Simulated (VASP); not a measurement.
# B25N23 (a cell with a defect) in VASP: a series of runs

The runs below take B25N23 (a cell with a defect) through single point, with PBE+D3(BJ).

All numbers are computed with VASP 6.6.1; they aren't measurements. Logs are shortened: lines on timing, memory, paths and dates and some standing lists are left out, and cuts for length are marked.

### Step 1. The cell of the first run

The cell holds a defect, 48 atoms: a = 7.950 Å, b = 8.335 Å, c = 8.335 Å, α = 73.93°, β = 62.09°, γ = 62.09°.

### Step 2. Single point, PBE+D3(BJ)

Input file INCAR:

```
SYSTEM = B25N23
PREC     = Accurate       ! precision mode
ENCUT    = 520            ! plane-wave cutoff, eV
EDIFF    = 1E-6           ! SCF threshold, eV
ISMEAR   = 0              ! smearing method
SIGMA    = 0.01           ! smearing width, eV
LREAL    = Auto         
LASPH    = .TRUE.         ! aspherical terms in the spheres
NELM     = 100            ! most SCF steps
ALGO     = Normal         ! electronic algorithm
ISIF     = 2              ! what is computed and relaxed
LWAVE    = .FALSE.        ! write WAVECAR
LCHARG   = .FALSE.        ! write CHGCAR
GGA      = PE             ! functional
IVDW     = 12             ! dispersion correction
NBANDS   = 125            ! bands
```

Input file KPOINTS:

```
Automatic mesh
0
Gamma
  2 2 2
  0.5 0.5 0.5
```

Input file POSCAR:

```
B25N23
1.0
    6.2652845352     -3.6172637130      3.2948837600
    2.5061138141     -7.2345274259     -3.2948837601
    7.5183414423      1.4469054852     -3.2948837600
B N
25 23
Direct
    0.4913891724      0.1304262936      0.3804262936
    0.3277592915      0.9198453175      0.4194807470
    0.3277592915      0.1694807470      0.1698453175
    0.6576129112      0.0923461699      0.5875845376
    0.1622449602      0.9609400157      0.2109400157
    0.5027770989      0.8730781474      0.6230801459
    0.9956189249      0.7529217473      0.2526060208
    0.3252012511      0.6697409305      0.6667965331
    0.8299083988      0.5443675319      0.2988509305
    0.6576129112      0.3375845376      0.3423461699
    0.8299083988      0.0488509305      0.7943675319
    0.7024998697      0.8277591526      0.8055353093
    0.1611526032      0.7117532701      0.4598332745
    0.5186994347      0.6016359762      0.8516359762
    0.9951176457      0.5039040875      0.5042756638
    0.3252012511      0.4167965331      0.9197409305
    0.8245598649      0.2983355641      0.5483355641
    0.9956189249      0.0026060208      0.0029217473
    0.8387580190      0.7883196871      0.0383196871
    0.7024998697      0.5555353093      0.0777591526
    0.1616898762      0.4611163207      0.7111163207
    0.5027770989      0.3730801459      0.1230781474
    0.9951176457      0.2542756638      0.7539040875
    0.1611526032      0.2098332745      0.9617532701
    0.6773207506      0.6388674571      0.8888674571
    0.4440957927      0.4656840699      0.9690888655
    0.4440957927      0.7190888655      0.7156840699
    0.7869172178      0.6330173196      0.1407011325
    0.2697364383      0.5173129992      0.7673129992
    0.6154560603      0.4242211567      0.1837202320
    0.1073149435      0.3080737462      0.8084106177
    0.4384061652      0.2258805778      0.2257174511
    0.9388427151      0.1035962426      0.8517762659
    0.7869172178      0.8907011325      0.8830173196
    0.9388427151      0.6017762659      0.3535962426
    0.7684423049      0.3949489104      0.3970233808
    0.2692633925      0.2658223389      0.0187053737
    0.5960654516      0.1900142369      0.4400142369
    0.1064221658      0.0574106292      0.0586061268
    0.4384061652      0.9757174511      0.4758805778
    0.9406278830      0.8493658692      0.0993658692
    0.1073149435      0.5584106177      0.5580737462
    0.9385481610      0.3519764197      0.6019764197
    0.7684423049      0.1470233808      0.6449489104
    0.2725984826      0.0168652058      0.2668652058
    0.6154560603      0.9337202320      0.6742211567
    0.1064221658      0.8086061268      0.3074106292
    0.2692633925      0.7687053737      0.5158223389
```

Potentials or basis: VASP PAW PBE potentials, release 64 (B, N).

On the command line:

```sh
$ cat potpaw_PBE.64/B/POTCAR potpaw_PBE.64/N/POTCAR > POTCAR
$ mpirun -np 1 vasp_std > vasp.out
```

OUTCAR:

```text
SYSTEM = B25N23
   PREC = Accurate
   ENCUT = 520
   EDIFF = 1E-6
   ISMEAR = 0
   LREAL = Auto
   LASPH = .TRUE.
   NELM = 100
   ISIF = 2
   GGA = PE
   IVDW = 12
 IVDW          = 12

 ion  position               nearest neighbor table
   1  0.491  0.130  0.380-  38 1.45  40 1.45  32 1.45
   2  0.328  0.920  0.419-  45 1.44  48 1.44  40 1.45
   3  0.328  0.169  0.170-  45 1.44  37 1.44  32 1.45
   4  0.658  0.092  0.588-  46 1.43  38 1.43  44 1.45
   5  0.162  0.961  0.211-  47 1.44  39 1.44  45 1.45
   6  0.503  0.873  0.623-  40 1.45  27 1.46  46 1.46
[... 40 lines left out ...]
  47  0.106  0.809  0.307-  13 1.44   7 1.44   5 1.44
  48  0.269  0.769  0.516-  13 1.44   8 1.44   2 1.44

  LATTYP: Found a base centered monoclinic cell.
 ALAT       =    13.3195835853
 B/A-ratio  =     0.7526102593
 C/A-ratio  =     0.5968284200
 COS(beta)  =    -0.5858187914

  Lattice vectors:

 A1 = (  -2.5061138141,   7.2345274259,   3.2948837601)
 A2 = (  -7.5183414423,  -1.4469054852,   3.2948837600)
 A3 = (   6.2652845352,  -3.6172637130,   3.2948837600)

Analysis of symmetry for initial positions (statically):
=====================================================================
 Subroutine PRICEL returns:
 Original cell was already a primitive cell.

 Routine SETGRP: Setting up the symmetry group for a
 base centered monoclinic supercell.

 Subroutine GETGRP returns: Found  2 space group operations
 (whereof  1 operations were pure point group operations)
 out of a pool of  4 trial point group operations.

The static configuration has the point symmetry C_1 .
 The point group associated with its full space group is C_1h.

Analysis of symmetry for dynamics (positions and initial velocities):
=====================================================================
 Subroutine PRICEL returns:
 Original cell was already a primitive cell.

 Routine SETGRP: Setting up the symmetry group for a
 base centered monoclinic supercell.

 Subroutine GETGRP returns: Found  2 space group operations
 (whereof  1 operations were pure point group operations)
 out of a pool of  4 trial point group operations.

The dynamic configuration has the point symmetry C_1 .
 The point group associated with its full space group is C_1h.

 Subroutine INISYM returns: Found  2 space group operations
 (whereof  1 operations are pure point group operations),
 and found     1 'primitive' translations

----------------------------------------------------------------------------------------

                                     Primitive cell

  volume of cell :     430.1140

  direct lattice vectors                    reciprocal lattice vectors
     6.265284535 -3.617263713  3.294883760     0.066504029 -0.038396119  0.134889264
     2.506113814 -7.234527426 -3.294883760    -0.016626007 -0.105589328 -0.084305790
     7.518341442  1.446905485 -3.294883760     0.083130037  0.067193209 -0.084305790

  length of vectors
     7.949506027  8.335181613  8.335181613     0.155216498  0.136135949  0.136135949

  position of ions in fractional coordinates (direct lattice)
     0.491389172  0.130426294  0.380426294
     0.327759292  0.919845317  0.419480747
     0.327759292  0.169480747  0.169845317
     0.657612911  0.092346170  0.587584538
     0.162244960  0.960940016  0.210940016
     0.502777099  0.873078147  0.623080146
[... 40 lines left out ...]
     0.106422166  0.808606127  0.307410629
     0.269263393  0.768705374  0.515822339

  ion indices of the primitive-cell ions
   primitive index   ion index
                 1           1
                 2           2
                 3           3
                 4           4
                 5           5
                 6           6
[... 40 lines left out ...]
                47          47
                48          48

----------------------------------------------------------------------------------------

 KPOINTS: Automatic mesh

Automatic generation of k-mesh.
 Grid dimensions read from file:
 generate k-points for:    2    2    2

 Generating k-lattice:

[... 43 lines left out ...]
   LORBIT       =      0    0 simple, 1 ext, 2 COOP (PROOUT), +10 PAW based schemes
   GGA     = PE    functional components
   LHFCALC =     F    Hartree Fock is set to
   AEXX    =    0.0000 exact exchange contribution
   IVDW    =    12    specifies the selected vdW correction
   LEPSILON=     F    determine dielectric tensor
   LRPA    =     F    only Hartree local field effects (RPA)
 non-spin polarized calculation
 Gauss-broadening in eV      SIGMA  =   0.01
  energy-cutoff  :      520.00
  volume of cell :      430.11
 maximum number of plane-waves:     11603
   NGX = 29   NGY = 31   NGZ = 31

 number of electron     189.9999999 magnetization

 Free energy of the ion-electron system (eV)
  ---------------------------------------------------
  ext. energy  EPLUGINS =         0.00000000
  ---------------------------------------------------
  free energy    TOTEN  =      -413.09508835 eV

  energy without entropy =     -413.09508835  energy(sigma->0) =     -413.09508835

 E-fermi :   3.0884     XC(G=0): -10.1187

 val. band max:        2.9985125313   @ k =   0.2500   0.2500   0.2500
 cond. band min:       4.3480381221   @ k =   0.2500   0.2500   0.2500
 fundamental gap:      1.3495255909
 Fermi energy:         3.0883756817

 k-point     1 :       0.2500    0.2500    0.2500
  band No.  band energies     occupation
      1     -15.3957      2.00000
      2     -15.0474      2.00000
      3     -14.5262      2.00000
      4     -14.4815      2.00000
      5     -14.3212      2.00000
      6     -14.1286      2.00000
[... 99 lines left out ...]
    106       8.0545      0.00000
    107       8.2638      0.00000

 k-point     2 :      -0.2500    0.2500    0.2500
  band No.  band energies     occupation
      1     -15.3808      2.00000
      2     -14.8870      2.00000
      3     -14.7767      2.00000
      4     -14.5366      2.00000
      5     -14.4595      2.00000
      6     -14.2248      2.00000
[... 99 lines left out ...]
    106       8.0669      0.00000
    107       8.1241      0.00000

 k-point     3 :       0.2500   -0.2500    0.2500
  band No.  band energies     occupation
      1     -15.2459      2.00000
      2     -15.0548      2.00000
      3     -14.8801      2.00000
      4     -14.6989      2.00000
      5     -14.3855      2.00000
      6     -14.1260      2.00000
[... 99 lines left out ...]
    106       8.5767      0.00000
    107       8.6804      0.00000
 [bands above 107 left out]

------------------------ aborting loop because EDIFF is reached ----------------------------------------

 Edisp (eV)   -6.91142

 E8    (eV) :    -2.0395

  FORCE on cell =-STRESS in cart. coord.  units (eV):
  Direction    XX          YY          ZZ          XY          YZ          ZX
  --------------------------------------------------------------------------------------
  -------------------------------------------------------------------------------------
  Total      17.54661    17.29386    -0.27734    -0.21889    -0.02753     0.04768
  in kB      65.36124    64.41975    -1.03310    -0.81536    -0.10255     0.17761
  external pressure =       42.92 kB  Pullay stress =        0.00 kB

 VOLUME and BASIS-vectors are now :
 -----------------------------------------------------------------------------
  energy-cutoff  :      520.00
  volume of cell :      430.11
      direct lattice vectors                 reciprocal lattice vectors
     6.265284535 -3.617263713  3.294883760     0.066504029 -0.038396119  0.134889264
     2.506113814 -7.234527426 -3.294883760    -0.016626007 -0.105589328 -0.084305790
     7.518341442  1.446905485 -3.294883760     0.083130037  0.067193209 -0.084305790

 POSITION                                       TOTAL-FORCE (eV/Angst)
 -----------------------------------------------------------------------------------
      6.26573     -2.17062     -0.06413        -0.001666      0.000962     -0.000859
      7.51254     -7.23329     -3.33299         0.000761     -0.001619     -0.004091
      3.75520     -2.16595     -0.03811         0.001783      0.000151     -0.004091
      8.76922     -2.19666     -0.07353         0.000102     -0.001035     -0.011215
      5.01065     -7.23362     -3.32663         0.001531     -0.000884      0.008411
     10.02260     -7.23345     -3.27308         0.003357      0.002979      0.007436
[... 40 lines left out ...]
      5.00444     -5.79005     -3.32650         0.002458      0.001489     -0.002095
      7.49160     -5.78887     -3.34518         0.000119      0.002062      0.001461
 -----------------------------------------------------------------------------------
    total drift:                                0.002739     -0.001581     -0.000726

  FREE ENERGIE OF THE ION-ELECTRON SYSTEM (eV)
  ---------------------------------------------------
  free  energy   TOTEN  =      -420.0065068925 eV

  energy  without entropy=     -420.0065068925  energy(sigma->0) =     -420.00650689
```

Wall time 5.5 min (1 thread of Intel Xeon Platinum 8259CL at 2.50GHz (Skylake/Cascade Lake), shared host); peak memory 0.55 GiB.

Results:

```yaml
Free_energy: -420.0065 eV
Pressure: 4.3 GPa
Largest_force: 0.014 eV/Å
Band_gap_on_the_k_mesh: 1.35 eV
Dispersion_energy_per_atom: -0.144 eV
```

Forces in eV/Å, atoms in the order of the input:
```
B   -0.002  0.001 -0.001
B    0.001 -0.002 -0.004
B    0.002  0.000 -0.004
B    0.000 -0.001 -0.011
B    0.002 -0.001  0.008
B    0.003  0.003  0.007
B   -0.001 -0.001 -0.003
B    0.000  0.003 -0.011
B    0.001  0.001 -0.004
B    0.001  0.000 -0.011
B   -0.001 -0.001 -0.004
B   -0.003  0.008  0.007
B   -0.001 -0.006  0.006
B    0.011 -0.006  0.007
B   -0.006 -0.001  0.001
B   -0.003 -0.001 -0.011
B   -0.005  0.003  0.004
B    0.000  0.002 -0.003
B   -0.004  0.002  0.011
B   -0.009 -0.002  0.007
B    0.005 -0.003  0.005
B   -0.001 -0.004  0.007
B   -0.002  0.006  0.001
B    0.004  0.004  0.006
B   -0.002  0.001 -0.009
N    0.005  0.000 -0.002
N    0.003 -0.004 -0.002
N   -0.002 -0.007 -0.006
N   -0.002  0.001  0.005
N   -0.004 -0.001 -0.003
N   -0.002 -0.001  0.002
N    0.000  0.000  0.001
N   -0.002 -0.002  0.003
N    0.005  0.005 -0.006
N    0.001  0.003  0.003
N    0.001 -0.001  0.002
N   -0.002 -0.001  0.001
N    0.001 -0.001  0.005
N    0.000 -0.003 -0.002
N    0.000  0.000  0.001
N    0.000  0.000 -0.001
N    0.000  0.002  0.002
N    0.002 -0.001  0.000
N    0.001  0.000  0.002
N    0.000  0.000  0.000
N   -0.001  0.004 -0.003
N    0.002  0.001 -0.002
N    0.000  0.002  0.001
```

Stress tensor (GPa, compression positive):
```
 6.54 -0.08  0.02
-0.08  6.44 -0.01
 0.02 -0.01 -0.10
```

Levels at points of the mesh, in eV from the valence-band top:
```csv
k point,band 91,band 92,band 93,band 94,band 95,band 96,band 97,band 98,band 99,band 100
"(0.25, 0.25, 0.25)",-1.23,-1.09,-0.97,-0.14,0.00,1.35,4.10,4.11,4.26,4.29
```

### Step 3. Single point, PBE+D3(BJ)

Input file INCAR:

```
  PREC = Accurate
  ENCUT = 520
  EDIFF = 1E-6
  ISMEAR = 0
  SIGMA = 0.01
  LREAL = Auto
  LASPH = True
  NELM = 100
  ALGO = Normal
  ISIF = 2
  LWAVE = False
  LCHARG = True
  GGA = PE
  IVDW = 12
  LELF = True
  LVHAR = True
  NBANDS = 125
  NELECT = 192.0
```

KPOINTS is that of step 2.

Input file POSCAR:

```
B25N23
1.0
    6.2652845352     -3.6172637130      3.2948837600
    2.5061138141     -7.2345274259     -3.2948837601
    7.5183414423      1.4469054852     -3.2948837600
B N
25 23
Direct
    0.4886254486      0.1315532576      0.3815532576
    0.3303296220      0.9183034471      0.4178283694
    0.3303296220      0.1678283694      0.1683034471
    0.6532883444      0.0920434294      0.5908347929
    0.1753424069      0.9527544399      0.2027544399
    0.4898248568      0.8807676379      0.6319176571
    0.9973036747      0.7519756610      0.2521596460
    0.3223360700      0.6731849191      0.6710989577
    0.8237519595      0.5490098887      0.2998741179
    0.6532883444      0.3408347929      0.3420434294
    0.8237519595      0.0498741179      0.7990098887
    0.6894351135      0.8243152540      0.8178380496
    0.1737539199      0.7031941599      0.4530474591
    0.5175503206      0.6103911037      0.8603911037
    1.0064816564      0.4960065938      0.4979133995
    0.3223360700      0.4210989577      0.9231849191
    0.8348163481      0.2914585920      0.5414585920
    0.9973036747      0.0021596460      0.0019756610
    0.8220475010      0.7986418572      0.0486418572
    0.6894351135      0.5678380496      0.0743152540
    0.1717560855      0.4546001027      0.7046001027
    0.4898248568      0.3819176571      0.1307676379
    1.0064816564      0.2479133995      0.7460065938
    0.1737539199      0.2030474591      0.9531941599
    0.6920453957      0.6299659814      0.8799659814
    0.4295703313      0.4759496544      0.9796945010
    0.4295703313      0.7296945010      0.7259496544
    0.7687361471      0.6456634463      0.1503660183
    0.2702065516      0.5171205445      0.7671205445
    0.5998910711      0.4340541202      0.1913771876
    0.1290575126      0.2943489904      0.7950319485
    0.4342792775      0.2273350123      0.2281898743
    0.9395781266      0.1031529520      0.8510989251
    0.7687361471      0.9003660183      0.8956634463
    0.9395781266      0.6010989251      0.3531529520
    0.7708812044      0.3932599258      0.3947530504
    0.2727831221      0.2644457994      0.0165005611
    0.5971548857      0.1888950385      0.4388950385
    0.1149138115      0.0528889731      0.0532467400
    0.4342792775      0.9781898743      0.4773350123
    0.9354152980      0.8538906307      0.1038906307
    0.1290575126      0.5450319485      0.5443489904
    0.9610601602      0.3368873227      0.5868873227
    0.7708812044      0.1447530504      0.6432599258
    0.2794439553      0.0125100084      0.2625100084
    0.5998910711      0.9413771876      0.6840541202
    0.1149138115      0.8032467400      0.3028889731
    0.2727831221      0.7665005611      0.5144457994
```

Potentials or basis: VASP PAW PBE potentials, release 64 (B, N).

On the command line:

```sh
$ cat potpaw_PBE.64/B/POTCAR potpaw_PBE.64/N/POTCAR > POTCAR
$ mpirun -np 1 vasp_std > vasp.out
```

Run time: 5.3 min. Hardware: 1 thread of Intel Xeon Platinum 8259CL at 2.50GHz (Skylake/Cascade Lake), shared host; peak memory 0.55 GiB.

Results (log left out):

```
Free energy                : -410.6824 eV
Largest force              : 0.008 eV/Å
Dispersion energy per atom : -0.144 eV
```

Forces in eV/Å, atoms in the order of the input:
```
B   -0.001  0.001 -0.001
B    0.002  0.001  0.001
B    0.000 -0.002  0.001
B    0.001 -0.001 -0.001
B   -0.001  0.001  0.004
B    0.000  0.002 -0.004
B    0.001 -0.003 -0.001
B    0.000  0.001 -0.002
B   -0.002  0.002 -0.001
B    0.001  0.000 -0.001
B   -0.002  0.001 -0.001
B    0.001  0.002  0.001
B    0.000  0.000  0.001
B    0.004 -0.002  0.001
B   -0.001 -0.002  0.002
B   -0.001 -0.001 -0.002
B   -0.001  0.000 -0.002
B    0.003  0.000 -0.001
B   -0.001  0.001 -0.004
B   -0.001 -0.002  0.001
B    0.001 -0.001  0.001
B   -0.002 -0.002 -0.004
B    0.001  0.002  0.002
B    0.000 -0.001  0.001
B   -0.002  0.001  0.007
N    0.003  0.002  0.001
N    0.000 -0.003  0.001
N   -0.001 -0.002  0.001
N   -0.001  0.000 -0.001
N   -0.003  0.001  0.002
N    0.001  0.000 -0.002
N    0.000  0.002  0.000
N   -0.001 -0.002  0.000
N    0.002  0.002  0.001
N    0.001  0.002  0.000
N   -0.001  0.000  0.001
N    0.000  0.000  0.000
N    0.002 -0.001  0.001
N    0.001  0.001 -0.002
N   -0.002 -0.001  0.000
N    0.001 -0.001  0.002
N    0.000 -0.001 -0.002
N    0.000  0.000 -0.002
N   -0.001  0.000  0.001
N   -0.001  0.001 -0.002
N   -0.002  0.002  0.002
N    0.000 -0.001 -0.002
N    0.000  0.000  0.000
```

Levels at points of the mesh, in eV from the Fermi level:
| k point | band 93 | band 94 | band 95 | band 96 | band 97 | band 98 | band 99 | band 100 |
| --- | --- | --- | --- | --- | --- | --- | --- | --- |
| (0.25, 0.25, 0.25) | -3.06 | -1.15 | -1.01 | -0.22 | 1.87 | 1.92 | 2.08 | 2.12 |

Caveat: the cell carries a net charge on a neutralising background, which shifts energy and pressure; the cell is charged against a uniform background, so pressure and absolute levels hang on convention.
